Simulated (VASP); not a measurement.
# Ag (P6_3/mmc) in VASP: further runs

Ag is run at these levels: r2SCAN; tasks: single point.

Program: VASP 6.6.1. These are calculated values, not measurements. Logs are shortened: lines on timing, memory, paths and dates and some standing lists are left out, and cuts for length are marked.

### Step 1. The cell of the first run

The structure is hexagonal, space group P6_3/mmc (No. 194). The conventional cell has a = 2.704 Å, b = 2.704 Å, c = 8.835 Å, α = 90.00°, β = 90.00°, γ = 120.00°. Ag (site symmetry -3m) has 12 Ag at 2.70 to 2.71 Å within 3.6 Å. Within 3.6 Å of Ag (site symmetry -6m2) lie 12 Ag at 2.70 to 2.71 Å.

This isn't the form of Ag at room conditions, which is fcc.

### Step 2. Single point, r2SCAN

The input, POSCAR:

```
Ag
1.0
    2.7044951820      0.0000000000      0.0000000000
   -1.3522475910      2.3421615320      0.0000000000
    0.0000000000      0.0000000000      8.8353636469
Ag
4
Direct
    0.0000000000      0.0000000000      0.0000000000
    0.0000000000      0.0000000000      0.5000000000
    0.3333333333      0.6666666667      0.2500000000
    0.6666666667      0.3333333333      0.7500000000
```

The input, INCAR.step1:

```
SYSTEM = Ag
PREC = Accurate
ENCUT = 520
ISMEAR = 0
SIGMA = 0.1
LREAL = .FALSE.
LASPH = .TRUE.
NELM = 100
NBANDS = 30
GGA = PE
ALGO = Normal
EDIFF = 1E-4
LWAVE = .TRUE.
LCHARG = .FALSE.
```

The input, INCAR.step2:

```
SYSTEM = Ag
PREC = Accurate
ENCUT = 520
EDIFF = 1E-7
ISMEAR = 0
SIGMA = 0.1
LREAL = .FALSE.
LASPH = .TRUE.
NELM = 100
ALGO = Normal
ISIF = 2
LWAVE = .FALSE.
LCHARG = .FALSE.
METAGGA = R2SCAN
LMIXTAU = .TRUE.
NBANDS = 30
ISTART = 1
```

The input, KPOINTS:

```
regular mesh
0
G
  18 18 6
  0 0 0
```

Potentials or basis: VASP PAW PBE potentials, release 64 (Ag).

Run with:

```console
> cat potpaw_PBE.64/Ag/POTCAR > POTCAR
> cp INCAR.step1 INCAR
> mpirun -np 1 vasp_std > vasp.out
> cp INCAR.step2 INCAR
> mpirun -np 1 vasp_std > vasp.out
```

OUTCAR:

```text
SYSTEM = Ag
   PREC = Accurate
   ENCUT = 520
   EDIFF = 1E-7
   ISMEAR = 0
   LREAL = .FALSE.
   LASPH = .TRUE.
   NELM = 100
   ISIF = 2
   METAGGA = R2SCAN
   ISTART = 1

 ion  position               nearest neighbor table
   1  0.000  0.000  0.000-   3 2.71   4 2.71   3 2.71   4 2.71   4 2.71   3 2.71
   2  0.000  0.000  0.500-   3 2.71   4 2.71   3 2.71   4 2.71   4 2.71   3 2.71
   3  0.333  0.667  0.250-   1 2.71   2 2.71   1 2.71   2 2.71   1 2.71   2 2.71
   4  0.667  0.333  0.750-   1 2.71   2 2.71   1 2.71   2 2.71   1 2.71   2 2.71

  LATTYP: Found a hexagonal cell.
 ALAT       =     2.7044951820
 C/A-ratio  =     3.2669178728

  Lattice vectors:

 A1 = (   2.7044951820,   0.0000000000,   0.0000000000)
 A2 = (  -1.3522475910,   2.3421615320,   0.0000000000)
 A3 = (   0.0000000000,   0.0000000000,   8.8353636469)

Analysis of symmetry for initial positions (statically):
=====================================================================
 Subroutine PRICEL returns:
 Original cell was already a primitive cell.

 Routine SETGRP: Setting up the symmetry group for a
 hexagonal supercell.

 Subroutine GETGRP returns: Found 24 space group operations
 (whereof 12 operations were pure point group operations)
 out of a pool of 24 trial point group operations.

The static configuration has the point symmetry D_3d.
 The point group associated with its full space group is D_6h.

Analysis of symmetry for dynamics (positions and initial velocities):
=====================================================================
 Subroutine PRICEL returns:
 Original cell was already a primitive cell.

 Routine SETGRP: Setting up the symmetry group for a
 hexagonal supercell.

 Subroutine GETGRP returns: Found 24 space group operations
 (whereof 12 operations were pure point group operations)
 out of a pool of 24 trial point group operations.

The dynamic configuration has the point symmetry D_3d.
 The point group associated with its full space group is D_6h.

 Subroutine INISYM returns: Found 24 space group operations
 (whereof 12 operations are pure point group operations),
 and found     1 'primitive' translations

----------------------------------------------------------------------------------------

                                     Primitive cell

  volume of cell :      55.9664

  direct lattice vectors                    reciprocal lattice vectors
     2.704495182  0.000000000  0.000000000     0.369754772  0.213478017  0.000000000
    -1.352247591  2.342161532  0.000000000     0.000000000  0.426956035  0.000000000
     0.000000000  0.000000000  8.835363647     0.000000000  0.000000000  0.113181533

  length of vectors
     2.704495182  2.704495182  8.835363647     0.426956035  0.426956035  0.113181533

  position of ions in fractional coordinates (direct lattice)
     0.000000000  0.000000000  0.000000000
     0.000000000  0.000000000  0.500000000
     0.333333333  0.666666667  0.250000000
     0.666666667  0.333333333  0.750000000

  ion indices of the primitive-cell ions
   primitive index   ion index
                 1           1
                 2           2
                 3           3
                 4           4

----------------------------------------------------------------------------------------

 KPOINTS: regular mesh

Automatic generation of k-mesh.
 Grid dimensions read from file:
 generate k-points for:   18   18    6

 Generating k-lattice:

  Cartesian coordinates                     Fractional coordinates (reciprocal lattice)
     0.020541932  0.011859890  0.000000000     0.055555556  0.000000000  0.000000000
     0.000000000  0.023719780  0.000000000     0.000000000  0.055555556  0.000000000
     0.000000000  0.000000000  0.018863589     0.000000000  0.000000000  0.166666667

  Length of vectors
     0.023719780  0.023719780  0.018863589

  Shift w.r.t. Gamma in fractional coordinates (k-lattice)
     0.000000000  0.000000000  0.000000000

 Subroutine IBZKPT returns following result:
 ===========================================

 Found    148 irreducible k-points:

 Following reciprocal coordinates:
            Coordinates               Weight
  0.000000  0.000000  0.000000      1.000000
  0.055556 -0.000000  0.000000      6.000000
  0.111111 -0.000000  0.000000      6.000000
  0.166667 -0.000000  0.000000      6.000000
  0.222222 -0.000000  0.000000      6.000000
  0.277778  0.000000  0.000000      6.000000
[... 16 lines left out ...]
  0.333333  0.111111  0.000000     12.000000
  0.388889  0.111111  0.000000     12.000000
 [... further k-points ...]
   k-points           NKPTS =    148   k-points in BZ     NKDIM =    148   number of bands    NBANDS=     30
   number of dos      NEDOS =    301   number of ions     NIONS =      4
   total plane-waves  NPLWV =  28000
   dimension x,y,z NGX =    20 NGY =   20 NGZ =   70
   dimension x,y,z NGXF=    40 NGYF=   40 NGZF=  140
   ions per type =               4
   NGX,Y,Z   is equivalent  to a cutoff of  12.29, 12.29, 13.17 a.u.
   NGXF,Y,Z  is equivalent  to a cutoff of  24.59, 24.59, 26.34 a.u.
 SYSTEM =  Ag
   PREC   = accura    normal or accurate (medium, high low for compatibility)
   ISTART =      1    job   : 0-new  1-cont  2-samecut
   ICHARG =      0    charge: 1-file 2-atom 10-const
   ISPIN  =      1    spin polarized calculation?
   LNONCOLLINEAR =      F non collinear calculations
   LSORBIT =      F    spin-orbit coupling
   LASPH  =      T    aspherical Exc in radial PAW
   ENCUT  =  520.0 eV  38.22 Ry    6.18 a.u.   5.03  5.03 16.43*2*pi/ulx,y,z
   NELM   =    100;   NELMIN=  2; NELMDL=  0     # of ELM steps
   EDIFF  = 0.1E-06   stopping-criterion for ELM
   LREAL  =      F    real-space projection
   EDIFFG = 0.1E-05   stopping-criterion for IOM
   NSW    =      0    number of steps for IOM
   IBRION =     -1    ionic relax: 0-MD 1-quasi-New 2-CG
   NFREE  =      0    steps in history (QN), initial steepest desc. (CG)
   ISIF   =      2    stress and relaxation
   ISYM   =      2    0-nonsym 1-usesym 2-fastsym
   POTIM  = 0.5000    time-step for ionic-motion
   TEBEG  =    0.0;   TEEND  =   0.0 temperature during run
   PSTRESS=    0.0 pullay stress
   NELECT =      44.0000    total number of electrons
   NUPDOWN=      -1.0000    fix difference up-down
   EMIN   =  10.00;   EMAX   =-10.00  energy-range for DOS
   EFERMI =   0.00;   METHOD = LEGACY
   ISMEAR =     0;   SIGMA  =   0.10  broadening in eV -4-tet -1-fermi 0-gaus
   EFERMI_NEDOS =   21; number of points for ismear=-14 and -15
   IALGO  =     38    algorithm
   IMIX   =      4    mixing-type and parameters
     AMIX     =   0.40;   BMIX     =  1.00
     AMIX_MAG =   1.60;   BMIX_MAG =  1.00
  volume/ion in A,a.u.               =      13.99        94.42
  Fermi-wavevector in a.u.,A,eV,Ry     =   1.510949  2.855280 31.061663  2.282968
  Thomas-Fermi vector in A             =   2.621071
   LORBIT       =      0    0 simple, 1 ext, 2 COOP (PROOUT), +10 PAW based schemes
   METAGGA = R2SCAN    functional components
   LHFCALC =     F    Hartree Fock is set to
   AEXX    =    0.0000 exact exchange contribution
   IVDW    =     0    specifies the selected vdW correction
   LEPSILON=     F    determine dielectric tensor
   LRPA    =     F    only Hartree local field effects (RPA)
 non-spin polarized calculation
 Gauss-broadening in eV      SIGMA  =   0.10
  energy-cutoff  :      520.00
  volume of cell :       55.97
 maximum number of plane-waves:      1533
 NGX is ok and might be reduce to    20
   NGX =  9   NGY =  9   NGZ = 33

 number of electron      43.9999999 magnetization

 Free energy of the ion-electron system (eV)
  ---------------------------------------------------
  ext. energy  EPLUGINS =         0.00000000
  ---------------------------------------------------
  free energy    TOTEN  =       -84.07788696 eV

  energy without entropy =      -84.07296748  energy(sigma->0) =      -84.07542722

 E-fermi :  11.5167     XC(G=0): -14.4075

 val. band max:       11.5103616085   @ k =   0.1111  -0.0000   0.1667
 cond. band min:      11.5201185244   @ k =   0.4444   0.0556   0.5000
 fundamental gap:      0.0097569159
 Fermi energy:        11.5167409856

 k-point     1 :       0.0000    0.0000    0.0000
  band No.  band energies     occupation
      1       1.8912      2.00000
      2       3.2892      2.00000
      3       3.4576      2.00000
      4       3.4652      2.00000
      5       5.4622      2.00000
      6       5.4622      2.00000
[... 22 lines left out ...]
     29      28.1784      0.00000
     30      29.3670      0.00000

 k-point     2 :       0.0556   -0.0000    0.0000
  band No.  band energies     occupation
      1       1.9964      2.00000
      2       3.3587      2.00000
      3       3.5529      2.00000
      4       3.5579      2.00000
      5       5.3842      2.00000
      6       5.4309      2.00000
[... 22 lines left out ...]
     29      28.2243      0.00000
     30      29.2792      0.00000

 k-point     3 :       0.1111   -0.0000    0.0000
  band No.  band energies     occupation
      1       2.3013      2.00000
      2       3.5480      2.00000
      3       3.8137      2.00000
      4       3.8158      2.00000
      5       5.1139      2.00000
      6       5.3099      2.00000
[... 22 lines left out ...]
     29      28.2008      0.00000
     30      28.6944      0.00000

 k-point     4 :       0.1667   -0.0000    0.0000
  band No.  band energies     occupation
      1       2.7653      2.00000
      2       3.7760      2.00000
      3       4.1352      2.00000
      4       4.1481      2.00000
      5       4.7938      2.00000
      6       5.0037      2.00000
[... 616 lines left out ...]
     29      23.3474      0.00000
     30      25.9029      0.00000

 k-point    23 :       0.3333    0.1111    0.0000
  band No.  band energies     occupation
      1       3.5417      2.00000
      2       3.5783      2.00000
      3       3.6858      2.00000
      4       4.3184      2.00000
      5       4.3548      2.00000
      6       4.6770      2.00000
[... 22 lines left out ...]
     29      22.6012      0.00000
     30      25.1762      0.00000

 k-point    24 :       0.3889    0.1111    0.0000
  band No.  band energies     occupation
      1       3.3898      2.00000
      2       3.4819      2.00000
      3       3.5721      2.00000
      4       4.2003      2.00000
      5       4.2739      2.00000
      6       4.6179      2.00000
[... 22 lines left out ...]
     29      22.0981      0.00000
     30      23.6866      0.00000

 [... further k-points ...]
[... 5 lines left out ...]
  --------------------------------------------------------------------------------------
  -------------------------------------------------------------------------------------
  Total       14.2581609     14.2581609     14.2574998      0.0000000      0.0000000      0.0000000
  in kB      408.1751940    408.1751940    408.1562703      0.0000000      0.0000000      0.0000000
  external PRESSURE =     408.1688861 kB  Pullay stress =       0.0000000 kB

 VOLUME and BASIS-vectors are now :
 -----------------------------------------------------------------------------
  energy-cutoff  :      520.00
  volume of cell :       55.97
      direct lattice vectors                 reciprocal lattice vectors
     2.704495182  0.000000000  0.000000000     0.369754772  0.213478017  0.000000000
    -1.352247591  2.342161532  0.000000000     0.000000000  0.426956035  0.000000000
     0.000000000  0.000000000  8.835363647     0.000000000  0.000000000  0.113181533

 POSITION                                       TOTAL-FORCE (eV/Angst)
 -----------------------------------------------------------------------------------
      0.00000      0.00000      0.00000        -0.000000      0.000000     -0.000000
      0.00000      0.00000      4.41768         0.000000      0.000000     -0.000000
     -0.00000      1.56144      2.20884        -0.000000      0.000000      0.000000
      1.35225      0.78072      6.62652         0.000000     -0.000000      0.000000
 -----------------------------------------------------------------------------------
    total drift:                                0.000000     -0.000000      0.000000

  FREE ENERGIE OF THE ION-ELECTRON SYSTEM (eV)
  ---------------------------------------------------
  free  energy   TOTEN  =       -84.0778869623 eV

  energy  without entropy=      -84.0729674806  energy(sigma->0) =      -84.07542722
```

Wall time 8.7 min (1 thread of Intel Xeon 6975P-C (Granite Rapids), shared host); peak memory 0.31 GiB.

What came out:

| Property | Result |
| --- | --- |
| Free energy | -84.0779 eV |
| Pressure | 40.8 GPa |
| Band gap on the k mesh | zero (bands 22 and 23 overlap by 7.71 eV) |

Caveat: the cell stands under pressure; the PAW data sets were made with another functional, which shifts forces and pressure a little.

### Step 3. Single point, r2SCAN

This run uses another cell than the first one, of 15.15 Å³/atom.

The input, POSCAR:

```
Ag
1.0
    2.7770283040      0.0000000000      0.0000000000
   -1.3885141520      2.4049770583      0.0000000000
    0.0000000000      0.0000000000      9.0729537921
Ag
4
Direct
    0.0000000000      0.0000000000      0.0000000000
    0.0000000000      0.0000000000      0.5000000000
    0.3333333333      0.6666666667      0.2500000000
    0.6666666667      0.3333333333      0.7500000000
```

The input, INCAR.step1:

```
SYSTEM = Ag
PREC = Accurate
ENCUT = 520
ISMEAR = 0
SIGMA = 0.1
LREAL = .False.
LASPH = .True.
NELM = 60
NBANDS = 30
GGA = PE
ALGO = Normal
EDIFF = 1E-4
LWAVE = .True.
LCHARG = .False.
```

The input, INCAR.step2:

```
SYSTEM = Ag
PREC = Accurate
ENCUT = 520
EDIFF = 1E-7
ISMEAR = 0
SIGMA = 0.1
LREAL = .False.
LASPH = .True.
NELM = 60
ALGO = Normal
ISIF = 2
LWAVE = .False.
LCHARG = .False.
METAGGA = R2SCAN
LMIXTAU = .True.
NBANDS = 30
ISTART = 1
```

The input, KPOINTS:

```
Automatic mesh
0
Gamma
  18 18 6
  0 0 0
```

Potentials or basis: VASP PAW PBE potentials, release 64 (Ag).

Run with:

```console
> cat potpaw_PBE.64/Ag/POTCAR > POTCAR
> cp INCAR.step1 INCAR
> mpirun -np 1 vasp_std > vasp.out
> cp INCAR.step2 INCAR
> mpirun -np 1 vasp_std > vasp.out
```

Run time: 7.5 min. Hardware: 1 thread of Intel Xeon 6975P-C (Granite Rapids), shared host; peak memory 0.34 GiB.

Results (log left out):

```
Free energy            : -84.9430 eV
Pressure               : 20.4 GPa
Band gap on the k mesh : zero (bands 22 and 23 overlap by 7.42 eV)
```

Levels at points of the mesh, in eV from the Fermi level:
| k point | band 18 | band 19 | band 20 | band 21 | band 22 | band 23 | band 24 | band 25 | band 26 | band 27 |
| --- | --- | --- | --- | --- | --- | --- | --- | --- | --- | --- |
| (0.00, 0.00, 0.00) | -4.16 | -4.16 | -3.89 | -3.89 | -3.39 | -3.39 | -0.68 | 4.45 | 12.50 | 12.56 |
| (0.50, 0.00, 0.00) | -3.15 | -3.14 | -3.11 | -0.39 | 0.64 | 1.23 | 1.82 | 5.22 | 5.28 | 8.47 |
| (0.00, 0.00, 0.50) | -4.38 | -3.60 | -3.60 | -3.60 | -3.60 | -2.90 | -2.90 | 7.51 | 7.51 | 16.44 |
| (0.50, 0.00, 0.50) | -3.30 | -3.16 | -3.16 | 0.20 | 0.20 | 1.61 | 1.61 | 5.59 | 5.59 | 7.48 |

Caveat: the cell stands under pressure; the PAW data sets were made with another functional, which shifts forces and pressure a little.

The gap in the log of VASP goes by the Fermi energy; the results here count the filled bands.